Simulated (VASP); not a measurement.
# RbLa2Cl2 (P6/mmm) in VASP: relaxation of cell and atoms with PBE

Aim: the relaxation of cell and atoms of RbLa2Cl2 with PBE.

Program: VASP 6.6.1. These are calculated values, not measurements. Logs are shortened: lines on timing, memory, paths and dates and some standing lists are left out, and cuts for length are marked.

### 1 The cell of the first run

It takes space group P6/mmm (No. 191, hexagonal). The conventional cell has a = 5.364 Å, b = 5.364 Å, c = 7.227 Å, α = 90.00°, β = 90.00°, γ = 120.00°. Within 4.1 Å of Rb (site symmetry 6/mmm) lie 6 La at 3.10 Å. Within 4.1 Å of La (site symmetry -6m2) lie 3 La at 3.10 Å and 3 Rb at 3.10 Å and 2 Cl at 3.61 Å. Within 4.1 Å of Cl (site symmetry -6m2) lie 3 Cl at 3.10 Å and 2 La at 3.61 Å.

### 2 Relaxation of cell and atoms, PBE

File INCAR:

```
SYSTEM = RbLa2Cl2
PREC = Accurate ; ENCUT = 600
EDIFF = 1E-7 ; ISMEAR = 0
SIGMA = 0.1 ; LREAL = .False.
LASPH = .True. ; NELM = 100
ALGO = Normal ; ISIF = 3
LWAVE = .False. ; LCHARG = .False.
GGA = PE ; IBRION = 2
NSW = 90 ; EDIFFG = -0.04
```

File KPOINTS:

```
Automatic mesh
0
Gamma
  6 6 4
  0 0 0
```

File POSCAR:

```
RbLa2Cl2
1.0
    5.3639140700      0.0000000000      0.0000000000
   -2.6819570400      4.6452858500      0.0000000000
    0.0000000000      0.0000000000      7.2268413000
Rb La Cl
1 2 2
Direct
    0.0000000000      0.0000000000      0.5000000000
    0.3333333300      0.6666666700      0.5000000000
    0.6666666700      0.3333333300      0.5000000000
    0.3333333300      0.6666666700      0.0000000000
    0.6666666700      0.3333333300      0.0000000000
```

Potentials or basis: VASP PAW PBE potentials, release 64 (Rb_sv, La, Cl).

Run with:

```bash
$ cat potpaw_PBE.64/Rb_sv/POTCAR potpaw_PBE.64/La/POTCAR potpaw_PBE.64/Cl/POTCAR > POTCAR
$ mpirun -np 1 vasp_std > vasp.out
```

OUTCAR:

```text
SYSTEM = RbLa2Cl2
   PREC = Accurate
   ENCUT = 600
   EDIFF = 1E-7
   ISMEAR = 0
   LREAL = .False.
   LASPH = .True.
   NELM = 100
   ISIF = 3
   GGA = PE
   IBRION = 2
   NSW = 90
   EDIFFG = -0.04

 ion  position               nearest neighbor table
   1  0.000  0.000  0.500-   2 3.10   3 3.10   3 3.10   2 3.10   3 3.10   2 3.10
   2  0.333  0.667  0.500-   3 3.10   3 3.10   1 3.10   1 3.10   1 3.10   3 3.10
   3  0.667  0.333  0.500-   2 3.10   2 3.10   1 3.10   1 3.10   1 3.10   2 3.10
   4  0.333  0.667  0.000-
   5  0.667  0.333  0.000-

  LATTYP: Found a hexagonal cell.
 ALAT       =     5.3639140700
 C/A-ratio  =     1.3473074337

  Lattice vectors:

 A1 = (   5.3639140700,   0.0000000000,   0.0000000000)
 A2 = (  -2.6819570400,   4.6452858500,   0.0000000000)
 A3 = (   0.0000000000,   0.0000000000,   7.2268413000)

Analysis of symmetry for initial positions (statically):
=====================================================================
 Subroutine PRICEL returns:
 Original cell was already a primitive cell.

 Routine SETGRP: Setting up the symmetry group for a
 hexagonal supercell.

 Subroutine GETGRP returns: Found 24 space group operations
 (whereof 24 operations were pure point group operations)
 out of a pool of 24 trial point group operations.

The static configuration has the point symmetry D_6h.

Analysis of symmetry for dynamics (positions and initial velocities):
=====================================================================
 Subroutine PRICEL returns:
 Original cell was already a primitive cell.

 Routine SETGRP: Setting up the symmetry group for a
 hexagonal supercell.

 Subroutine GETGRP returns: Found 24 space group operations
 (whereof 24 operations were pure point group operations)
 out of a pool of 24 trial point group operations.

The dynamic configuration has the point symmetry D_6h.

 Subroutine INISYM returns: Found 24 space group operations
 (whereof 24 operations are pure point group operations),
 and found     1 'primitive' translations

----------------------------------------------------------------------------------------

                                     Primitive cell

  volume of cell :     180.0706

  direct lattice vectors                    reciprocal lattice vectors
     5.363914070  0.000000000  0.000000000     0.186431025  0.107636003  0.000000000
    -2.681957040  4.645285850  0.000000000     0.000000000  0.215272005  0.000000000
     0.000000000  0.000000000  7.226841300     0.000000000  0.000000000  0.138373040

  length of vectors
     5.363914070  5.363914074  7.226841300     0.215272005  0.215272005  0.138373040

  position of ions in fractional coordinates (direct lattice)
     0.000000000  0.000000000  0.500000000
     0.333333330  0.666666670  0.500000000
     0.666666670  0.333333330  0.500000000
     0.333333330  0.666666670  0.000000000
     0.666666670  0.333333330  0.000000000

  ion indices of the primitive-cell ions
   primitive index   ion index
                 1           1
                 2           2
                 3           3
                 4           4
                 5           5

----------------------------------------------------------------------------------------

 KPOINTS: Automatic mesh

Automatic generation of k-mesh.
 Grid dimensions read from file:
 generate k-points for:    6    6    4

 Generating k-lattice:

  Cartesian coordinates                     Fractional coordinates (reciprocal lattice)
     0.031071838  0.017939334  0.000000000     0.166666667 -0.000000000  0.000000000
     0.000000000  0.035878668  0.000000000     0.000000000  0.166666667  0.000000000
     0.000000000  0.000000000  0.034593260     0.000000000  0.000000000  0.250000000

  Length of vectors
     0.035878668  0.035878668  0.034593260

  Shift w.r.t. Gamma in fractional coordinates (k-lattice)
     0.000000000  0.000000000  0.000000000

 Subroutine IBZKPT returns following result:
 ===========================================

 Found     21 irreducible k-points:

 Following reciprocal coordinates:
            Coordinates               Weight
  0.000000  0.000000  0.000000      1.000000
  0.166667 -0.000000  0.000000      6.000000
  0.333333 -0.000000  0.000000      6.000000
  0.500000  0.000000  0.000000      3.000000
  0.166667  0.166667  0.000000      6.000000
  0.333333  0.166667  0.000000     12.000000
[... 13 lines left out ...]
  0.333333  0.166667  0.500000     12.000000
  0.333333  0.333333  0.500000      2.000000
   k-points           NKPTS =     21   k-points in BZ     NKDIM =     21   number of bands    NBANDS=     27
   number of dos      NEDOS =    301   number of ions     NIONS =      5
   total plane-waves  NPLWV = 138240
   dimension x,y,z NGX =    48 NGY =   48 NGZ =   60
   dimension x,y,z NGXF=    96 NGYF=   96 NGZF=  120
   ions per type =               1   2   2
   NGX,Y,Z   is equivalent  to a cutoff of  14.88, 14.88, 13.80 a.u.
   NGXF,Y,Z  is equivalent  to a cutoff of  29.75, 29.75, 27.60 a.u.
 SYSTEM =  RbLa2Cl2
   PREC   = accura    normal or accurate (medium, high low for compatibility)
   ISTART =      0    job   : 0-new  1-cont  2-samecut
   ICHARG =      2    charge: 1-file 2-atom 10-const
   ISPIN  =      1    spin polarized calculation?
   LNONCOLLINEAR =      F non collinear calculations
   LSORBIT =      F    spin-orbit coupling
   LASPH  =      T    aspherical Exc in radial PAW
   ENCUT  =  600.0 eV  44.10 Ry    6.64 a.u.  10.71 10.71 14.43*2*pi/ulx,y,z
   NELM   =    100;   NELMIN=  2; NELMDL= -5     # of ELM steps
   EDIFF  = 0.1E-06   stopping-criterion for ELM
   LREAL  =      F    real-space projection
   EDIFFG = -.4E-01   stopping-criterion for IOM
   NSW    =     90    number of steps for IOM
   IBRION =      2    ionic relax: 0-MD 1-quasi-New 2-CG
   NFREE  =      1    steps in history (QN), initial steepest desc. (CG)
   ISIF   =      3    stress and relaxation
   ISYM   =      2    0-nonsym 1-usesym 2-fastsym
   POTIM  = 0.5000    time-step for ionic-motion
   TEBEG  =    0.0;   TEEND  =   0.0 temperature during run
   PSTRESS=    0.0 pullay stress
   NELECT =      45.0000    total number of electrons
   NUPDOWN=      -1.0000    fix difference up-down
   EMIN   =  10.00;   EMAX   =-10.00  energy-range for DOS
   EFERMI =   0.00;   METHOD = LEGACY
   ISMEAR =     0;   SIGMA  =   0.10  broadening in eV -4-tet -1-fermi 0-gaus
   EFERMI_NEDOS =   21; number of points for ismear=-14 and -15
   IALGO  =     38    algorithm
   IMIX   =      4    mixing-type and parameters
     AMIX     =   0.40;   BMIX     =  1.00
     AMIX_MAG =   1.60;   BMIX_MAG =  1.00
  volume/ion in A,a.u.               =      36.01       243.04
  Fermi-wavevector in a.u.,A,eV,Ry     =   1.031173  1.948634 14.467308  1.063317
  Thomas-Fermi vector in A             =   2.165308
   LORBIT       =      0    0 simple, 1 ext, 2 COOP (PROOUT), +10 PAW based schemes
   GGA     = PE    functional components
   LHFCALC =     F    Hartree Fock is set to
   AEXX    =    0.0000 exact exchange contribution
   IVDW    =     0    specifies the selected vdW correction
   LEPSILON=     F    determine dielectric tensor
   LRPA    =     F    only Hartree local field effects (RPA)
 conjugate gradient relaxation of ions
 non-spin polarized calculation
 Gauss-broadening in eV      SIGMA  =   0.10
  energy-cutoff  :      600.00
  volume of cell :      180.07
 maximum number of plane-waves:      6029
 NGX is ok and might be reduce to    48
   NGX = 21   NGY = 21   NGZ = 29

--------------------------------------- Ionic step        1  -------------------------------------------

 number of electron      45.0000001 magnetization

 Free energy of the ion-electron system (eV)
  ---------------------------------------------------
  ext. energy  EPLUGINS =         0.00000000
  ---------------------------------------------------
  free energy    TOTEN  =       -11.02688840 eV

  energy without entropy =      -10.98158406  energy(sigma->0) =      -11.00423623

 E-fermi :   3.2661     XC(G=0):  -8.0108

 val. band max:        3.2570819093   @ k =   0.1667  -0.0000   0.2500
 cond. band min:       3.2752122738   @ k =   0.1667   0.1667   0.0000
 fundamental gap:      0.0181303645
 Fermi energy:         3.2661461017

 k-point     1 :       0.0000    0.0000    0.0000
  band No.  band energies     occupation
      1     -29.9372      2.00000
      2     -29.1914      2.00000
      3     -25.2987      2.00000
      4     -14.5429      2.00000
      5     -14.5429      2.00000
      6     -13.6595      2.00000
[... 19 lines left out ...]
     26       4.2499      0.00000
     27       4.5964      0.00000
[... 698 lines left out ...]
 POSITION                                       TOTAL-FORCE (eV/Angst)
 -----------------------------------------------------------------------------------
      0.00000      0.00000      2.81470        -0.000000      0.000000     -0.000000
     -0.00000      3.74194      2.81470        -0.000000      0.000000      0.000000
      3.24061      1.87097      2.81470         0.000000      0.000000     -0.000000
     -0.00000      3.74194     -0.00000         0.000000     -0.000000     -0.000000
      3.24061      1.87097     -0.00000        -0.000000      0.000000      0.000000
 -----------------------------------------------------------------------------------
    total drift:                               -0.000000      0.000000      0.000000

  FREE ENERGIE OF THE ION-ELECTRON SYSTEM (eV)
  ---------------------------------------------------
  free  energy   TOTEN  =       -18.0288885458 eV

  energy  without entropy=      -18.0087151409  energy(sigma->0) =      -18.01880184

[... ionic steps 4 to 7 ...]

--------------------------------------- Ionic step        8  -------------------------------------------

 number of electron      44.9999994 magnetization

------------------------ aborting loop because EDIFF is reached ----------------------------------------

  FORCE on cell =-STRESS in cart. coord.  units (eV):
  Direction    XX          YY          ZZ          XY          YZ          ZX
  --------------------------------------------------------------------------------------
  -------------------------------------------------------------------------------------
  Total        1.2479109      1.2479109     -2.1751194     -0.0000000      0.0000000     -0.0000000
  in kB        8.6249692      8.6249692    -15.0333956     -0.0000000      0.0000000     -0.0000000
  external PRESSURE =       0.7388476 kB  Pullay stress =       0.0000000 kB

 VOLUME and BASIS-vectors are now :
 -----------------------------------------------------------------------------
  energy-cutoff  :      600.00
  volume of cell :      231.81
      direct lattice vectors                 reciprocal lattice vectors
     6.882905405 -0.000000002  0.000000000     0.145287483  0.083881767 -0.000000000
    -3.441452710  5.960770936 -0.000000000     0.000000000  0.167763534 -0.000000000
    -0.000000000  0.000000000  5.650181156    -0.000000000  0.000000000  0.176985476
[... 40 lines left out ...]
 POSITION                                       TOTAL-FORCE (eV/Angst)
 -----------------------------------------------------------------------------------
      3.52967      6.11357      2.79681         0.000000     -0.000000      0.000000
     -0.00000      4.07571      2.79681        -0.000000      0.000000      0.000000
      3.52967      2.03786      2.79681        -0.000000     -0.000000      0.000000
     -0.00000      4.07571     -0.00000         0.000000      0.000000      0.000000
      3.52967      2.03786     -0.00000         0.000000     -0.000000     -0.000000
 -----------------------------------------------------------------------------------
    total drift:                               -0.000000      0.000000     -0.000000

  FREE ENERGIE OF THE ION-ELECTRON SYSTEM (eV)
  ---------------------------------------------------
  free  energy   TOTEN  =       -18.3677161313 eV

  energy  without entropy=      -18.3432395713  energy(sigma->0) =      -18.35547785

--------------------------------------- Ionic step       10  -------------------------------------------

 number of electron      45.0000008 magnetization

 Free energy of the ion-electron system (eV)
  ---------------------------------------------------
  ext. energy  EPLUGINS =         0.00000000
  ---------------------------------------------------
  free energy    TOTEN  =       -18.37086637 eV

  energy without entropy =      -18.34686238  energy(sigma->0) =      -18.35886437

 E-fermi :   3.0424     XC(G=0):  -7.0154

 val. band max:        3.0100403420   @ k =   0.1667   0.1667   0.5000
 cond. band min:       3.0608462229   @ k =   0.1667  -0.0000   0.0000
 fundamental gap:      0.0508058809
 Fermi energy:         3.0423794234

 k-point     1 :       0.0000    0.0000    0.0000
  band No.  band energies     occupation
      1     -30.9423      2.00000
      2     -30.9126      2.00000
      3     -25.2895      2.00000
      4     -14.9340      2.00000
      5     -14.8876      2.00000
      6     -14.6274      2.00000
[... 19 lines left out ...]
     26       3.5089      0.00000
     27       3.5089      0.00000
[... 620 lines left out ...]
 POSITION                                       TOTAL-FORCE (eV/Angst)
 -----------------------------------------------------------------------------------
     -0.00000      0.00000      2.78765        -0.000000     -0.000000     -0.000000
     -0.00000      4.10869      2.78765         0.000000     -0.000000     -0.000000
      3.55823      2.05434      2.78765        -0.000000      0.000000      0.000000
     -0.00000      4.10869     -0.00000         0.000000     -0.000000     -0.000000
      3.55823      2.05434     -0.00000        -0.000000      0.000000     -0.000000
 -----------------------------------------------------------------------------------
    total drift:                               -0.000000      0.000000      0.000000

  FREE ENERGIE OF THE ION-ELECTRON SYSTEM (eV)
  ---------------------------------------------------
  free  energy   TOTEN  =       -18.3708663708 eV

  energy  without entropy=      -18.3468623782  energy(sigma->0) =      -18.35886437

 reached required accuracy - stopping structural energy minimisation
```

It took 32 min on 1 thread of AMD EPYC 9R45 (Zen 5), shared host; peak memory 0.46 GiB.

What came out:

```
Free energy                            : -18.3709 eV
Relaxed volume                         : 48.91 Å³/atom
Relaxed cell                           : a = 7.116 Å, b = 7.116 Å, c = 5.575 Å, α = 90.00°, β = 90.00°, γ = 120.00°
Space group after relaxing (to 0.05 Å) : P6/mmm (No. 191)
Energy gained by relaxing              : 1468.8 meV/atom
Ionic steps                            : 10
Pressure after relaxing                : -0.1 GPa
```

Stress tensor (GPa, compression positive):
```
-0.03  0.00  0.00
 0.00 -0.03  0.00
 0.00  0.00 -0.13
```

Step by step:
```tsv
step	energy change (eV)	largest force (eV/Å)	pressure (GPa)	volume (Å³)
1	0.0000	0.0000	3.98	180.07
2	-5.6317	0.0000	0.90	199.06
3	-7.0020	0.0000	1.52	204.79
4	-1.7800	0.0000	17.76	206.34
5	-7.0925	0.0000	2.10	205.67
6	-7.0896	0.0000	2.70	206.21
7	-7.2880	0.0000	-0.01	233.01
8	-7.2884	0.0000	0.07	231.81
9	-7.3408	0.0000	-0.04	241.41
10	-7.3440	0.0000	-0.06	244.53
```

Final structure:
```cif
data_structure
_symmetry_space_group_name_H-M 'P 1'
_symmetry_Int_Tables_number 1
_cell_length_a 7.1165
_cell_length_b 7.1165
_cell_length_c 5.5753
_cell_angle_alpha 90.000
_cell_angle_beta 90.000
_cell_angle_gamma 120.000
_cell_volume 244.53
loop_
_atom_site_label
_atom_site_type_symbol
_atom_site_fract_x
_atom_site_fract_y
_atom_site_fract_z
_atom_site_occupancy
Rb1 Rb 0.00000 0.00000 0.50000 1
La1 La 0.33333 0.66667 0.50000 1
La2 La 0.66667 0.33333 0.50000 1
Cl1 Cl 0.33333 0.66667 0.00000 1
Cl2 Cl 0.66667 0.33333 0.00000 1
```

Caveat: the volume moved by over 15 % at a fixed basis, so the end points are rough; spin-orbit coupling is left out, which moves the levels of the heavy elements; an odd number of electrons without spin polarisation forces a metal; a magnetic or distorted state may lie lower.
